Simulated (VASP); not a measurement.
# MgO (P6_3mc) in VASP: dielectric tensor with r2SCAN

Aim: the dielectric tensor of MgO with r2SCAN.

Everything below comes from runs of VASP 6.6.1. Logs are shortened: lines on timing, memory, paths and dates and some standing lists are left out, and cuts for length are marked.

### 1 The cell of the first run

The structure is hexagonal, space group P6_3mc (No. 186). Conventional cell: a = 3.288 Å, b = 3.288 Å, c = 5.034 Å, α = 90.00°, β = 90.00°, γ = 120.00°. Within 2.6 Å of Mg (site symmetry 3m) lie 4 O at 1.97 to 1.99 Å. O (site symmetry 3m) has 4 Mg at 1.97 to 1.99 Å within 2.6 Å.

### 2 Dielectric tensor, r2SCAN

The input, INCAR:

```
SYSTEM = MgO
  PREC = Accurate
  ENCUT = 520
  EDIFF = 1E-8
  ISMEAR = 0
  SIGMA = 0.01
  LREAL = .FALSE.
  LASPH = .TRUE.
  NELM = 80
  ALGO = Normal
  ISIF = 2
  LWAVE = .FALSE.
  LCHARG = .FALSE.
  METAGGA = R2SCAN
  LMIXTAU = .TRUE.
  LCALCEPS = .TRUE.
```

The input, KPOINTS:

```
regular mesh
0
G
  9 9 4
  0 0 0
```

The input, POSCAR:

```
MgO
1.0
    3.2882171868      0.0000000001      0.0000000000
   -1.6441085934      2.8476796169      0.0000000000
    0.0000000000      0.0000000000      5.0343664111
Mg O
2 2
Direct
    0.3333333333      0.6666666667     -0.0098385153
    0.6666666667      0.3333333333      0.4901614847
    0.3333333333      0.6666666667      0.3848385153
    0.6666666667      0.3333333333      0.8848385153
```

Potentials or basis: VASP PAW PBE potentials, release 64 (Mg, O).

The run is started by

```sh
$ cat potpaw_PBE.64/Mg/POTCAR potpaw_PBE.64/O/POTCAR > POTCAR
$ mpirun -np 1 vasp_std > vasp.out
```

OUTCAR:

```text
SYSTEM = MgO
   PREC = Accurate
   ENCUT = 520
   EDIFF = 1E-8
   ISMEAR = 0
   LREAL = .FALSE.
   LASPH = .TRUE.
   NELM = 80
   ISIF = 2
   METAGGA = R2SCAN

 ion  position               nearest neighbor table
   1  0.333  0.667  0.990-   4 1.97   4 1.97   4 1.97   3 1.99   2 3.15   2 3.15   2 3.15   2 3.15
                             2 3.15   2 3.15
   2  0.667  0.333  0.490-   3 1.97   3 1.97   3 1.97   4 1.99   1 3.15   1 3.15   1 3.15   1 3.15
                             1 3.15   1 3.15
   3  0.333  0.667  0.385-   2 1.97   2 1.97   2 1.97   1 1.99
   4  0.667  0.333  0.885-   1 1.97   1 1.97   1 1.97   2 1.99

  LATTYP: Found a hexagonal cell.
 ALAT       =     3.2882171868
 C/A-ratio  =     1.5310322053

  Lattice vectors:

 A1 = (   3.2882171868,   0.0000000001,   0.0000000000)
 A2 = (  -1.6441085934,   2.8476796169,   0.0000000000)
 A3 = (   0.0000000000,   0.0000000000,   5.0343664111)

Analysis of symmetry for initial positions (statically):
=====================================================================
 Subroutine PRICEL returns:
 Original cell was already a primitive cell.

 Routine SETGRP: Setting up the symmetry group for a
 hexagonal supercell.

 Subroutine GETGRP returns: Found 12 space group operations
 (whereof  6 operations were pure point group operations)
 out of a pool of 24 trial point group operations.

The static configuration has the point symmetry C_3v.
 The point group associated with its full space group is C_6v.

Analysis of symmetry for dynamics (positions and initial velocities):
=====================================================================
 Subroutine PRICEL returns:
 Original cell was already a primitive cell.

 Routine SETGRP: Setting up the symmetry group for a
 hexagonal supercell.

 Subroutine GETGRP returns: Found 12 space group operations
 (whereof  6 operations were pure point group operations)
 out of a pool of 24 trial point group operations.

The dynamic configuration has the point symmetry C_3v.
 The point group associated with its full space group is C_6v.

 Subroutine INISYM returns: Found 12 space group operations
 (whereof  6 operations are pure point group operations),
 and found     1 'primitive' translations

----------------------------------------------------------------------------------------

[... 162 lines left out ...]
      9   10000.0000      0.00000
     10   10000.0000      0.00000
     11   10000.0000      0.00000
     12   10000.0000      0.00000
[... 331 lines left out ...]
 k-point    24 :       0.3333    0.3333    0.2500
  band No.  band energies     occupation
      1     -15.6843      2.00000
      2     -15.6843      2.00000
      3      -1.8584      2.00000
      4      -1.6207      2.00000
      5      -1.6207      2.00000
      6      -0.8693      2.00000
      7      -0.0083      2.00000
      8      -0.0083      2.00000
      9   10000.0000      0.00000
     10   10000.0000      0.00000
     11   10000.0000      0.00000
     12   10000.0000      0.00000

 [... further k-points ...]

------------------------ aborting loop because EDIFF is reached ----------------------------------------

            Ionic dipole moment: p[ion]=(     0.00000     0.00000    12.98216 ) |e| Angst

 Total electronic dipole moment: p[elc]=(     0.00000    -0.00000    -0.77777 ) |e| Angst

 MACROSCOPIC STATIC DIELECTRIC TENSOR (including local field effects)
 ------------------------------------------------------
           2.742755     0.000000     0.000000
           0.000000     2.742755     0.000000
           0.000000     0.000000     2.827053
 ------------------------------------------------------

 PIEZOELECTRIC TENSOR (including local field effects) (e Angst)
          XX          YY          ZZ          XY          YZ          ZX
  --------------------------------------------------------------------------------
  x     0.00000     0.00000     0.00000    -0.00000     0.00000     0.21589
  y     0.00000    -0.00000     0.00000     0.00000     0.21590     0.00000
  z     0.13629     0.13629    -0.02875     0.00000     0.00000     0.00000

 PIEZOELECTRIC TENSOR (including local field effects) (C/m^2)
          XX          YY          ZZ          XY          YZ          ZX
  --------------------------------------------------------------------------------
  x     0.00000     0.00000     0.00000    -0.00000     0.00000     0.07338
  y     0.00000    -0.00000     0.00000     0.00000     0.07338     0.00000
  z     0.04632     0.04632    -0.00977     0.00000     0.00000     0.00000

 BORN EFFECTIVE CHARGES (including local field effects) (in |e|, cummulative output)
 ---------------------------------------------------------------------------------
 ion    1
    1     1.80112     0.00000     0.00000
    2     0.00000     1.80112    -0.00000
    3     0.00000     0.00000     1.90059
 ion    2
    1     1.80112     0.00000     0.00000
    2     0.00000     1.80112     0.00000
    3    -0.00000     0.00000     1.90059
 ion    3
    1    -1.80112    -0.00000     0.00000
    2    -0.00000    -1.80112     0.00000
    3     0.00000     0.00000    -1.90059
 ion    4
    1    -1.80112    -0.00000    -0.00000
    2    -0.00000    -1.80112    -0.00000
    3    -0.00000     0.00000    -1.90059

  FORCE on cell =-STRESS in cart. coord.  units (eV):
  Direction    XX          YY          ZZ          XY          YZ          ZX
  --------------------------------------------------------------------------------------
  -------------------------------------------------------------------------------------
  Total       -0.1690821     -0.1690821     -0.1483613     -0.0000000     -0.0000000      0.0000000
  in kB       -5.7466116     -5.7466116     -5.0423716     -0.0000000     -0.0000000      0.0000000
  external PRESSURE =      -5.5118649 kB  Pullay stress =       0.0000000 kB

 VOLUME and BASIS-vectors are now :
 -----------------------------------------------------------------------------
  energy-cutoff  :      520.00
  volume of cell :       47.14
      direct lattice vectors                 reciprocal lattice vectors
     3.288217187  0.000000000  0.000000000     0.304116165  0.175581550  0.000000000
    -1.644108593  2.847679617  0.000000000    -0.000000000  0.351163099  0.000000000
     0.000000000  0.000000000  5.034366411     0.000000000  0.000000000  0.198634727

 POSITION                                       TOTAL-FORCE (eV/Angst)
 -----------------------------------------------------------------------------------
     -0.00000      1.89845      4.98484         0.000000      0.000000      0.002053
      1.64411      0.94923      2.46765        -0.000000     -0.000000      0.002053
     -0.00000      1.89845      1.93742         0.000000      0.000000     -0.002053
      1.64411      0.94923      4.45460        -0.000000     -0.000000     -0.002053
 -----------------------------------------------------------------------------------
    total drift:                                0.000000      0.000000     -0.002263

  FREE ENERGIE OF THE ION-ELECTRON SYSTEM (eV)
  ---------------------------------------------------
  free  energy   TOTEN  =       -31.8477202997 eV

  energy  without entropy=      -31.8477202997  energy(sigma->0) =      -31.84772030
```

OSZICAR:

```text
N       E                     dE             d eps       ncg     rms          rms(c)
DAV:   1     0.618376996802E+02    0.61838E+02   -0.81662E+03   872   0.122E+03
DAV:   2    -0.356217725244E+02   -0.97459E+02   -0.88637E+02  1152   0.245E+02
DAV:   3    -0.405868080710E+02   -0.49650E+01   -0.49485E+01  1120   0.605E+01
[... 12 lines left out ...]
DMP:   7    -0.318477200937E+02   -0.17476E-06   -0.15093E-06   900   0.443E-06  -0.126E-06
DMP:   8    -0.318477201538E+02   -0.60134E-07   -0.11815E-06   900   0.321E-06  -0.491E-07
DMP:   9    -0.318477202247E+02   -0.70889E-07   -0.82528E-07   900   0.170E-06   0.701E-07
DMP:  10    -0.318477202752E+02   -0.50502E-07   -0.36481E-07   900   0.672E-07   0.462E-07
DMP:  11    -0.318477202943E+02   -0.19108E-07   -0.12315E-07   900   0.301E-07   0.137E-08
DMP:  12    -0.318477202997E+02   -0.53335E-08   -0.69374E-08   900   0.203E-07  -0.570E-08
   1 F= -.31847720E+02 E0= -.31847720E+02  d E =-.191302E-14
```

stdout:

```text
POSCAR found type information on POSCAR MgO
 POSCAR found :  2 types and       4 ions
 scaLAPACK will be used
 -----------------------------------------------------------------------------
|                                                                             |
[... 92 lines left out ...]
dp_tot=(  0.245E-07 -0.268E-07  0.473E-02 )  diag[e(oo)]=(    ---      ---    2.81677 )
 p_tot=(  0.136E-09 -0.907E-09  0.122E+02 )
dp_tot=(  0.252E-07 -0.273E-07  0.476E-02 )  diag[e(oo)]=(    ---      ---    2.82848 )
 p_tot=(  0.327E-09 -0.966E-09  0.122E+02 )
dp_tot=(  0.254E-07 -0.274E-07  0.477E-02 )  diag[e(oo)]=(    ---      ---    2.83087 )
 final diagonalization full
 p_tot=(  0.143E-09 -0.767E-09  0.122E+02 )
dp_tot=(  0.252E-07 -0.272E-07  0.476E-02 )  diag[e(oo)]=(    ---      ---    2.82705 )
```

It took 25 min on 1 thread of AMD EPYC 9R45 (Zen 5), shared host; peak memory 0.46 GiB.

What came out:

```
Band gap on the k mesh                  : 4.21 eV
Electronic dielectric tensor (diagonal) : 2.74, 2.74, 2.83
Born charges (mean of the diagonal)     : Mg +1.83; O -1.83 e
```

Electronic dielectric tensor:
```
2.74 0.00 0.00
0.00 2.74 0.00
0.00 0.00 2.83
```

Born effective charge tensors (e):
atom 1, Mg
```
1.80 0.00 0.00
0.00 1.80 0.00
0.00 0.00 1.90
```
atom 2, Mg
```
1.80 0.00 0.00
0.00 1.80 0.00
0.00 0.00 1.90
```
atom 3, O
```
-1.80  0.00  0.00
 0.00 -1.80  0.00
 0.00  0.00 -1.90
```
atom 4, O
```
-1.80  0.00  0.00
 0.00 -1.80  0.00
 0.00  0.00 -1.90
```

Dipole moments of the cell (e·Å, modulo the quantum): ionic 0.000, 0.000, 12.982; electronic 0.000, 0.000, -0.778

Caveat: the structure was generated, so it needn't be the stable form of MgO; the PAW data sets were made with another functional, which shifts forces and pressure a little.
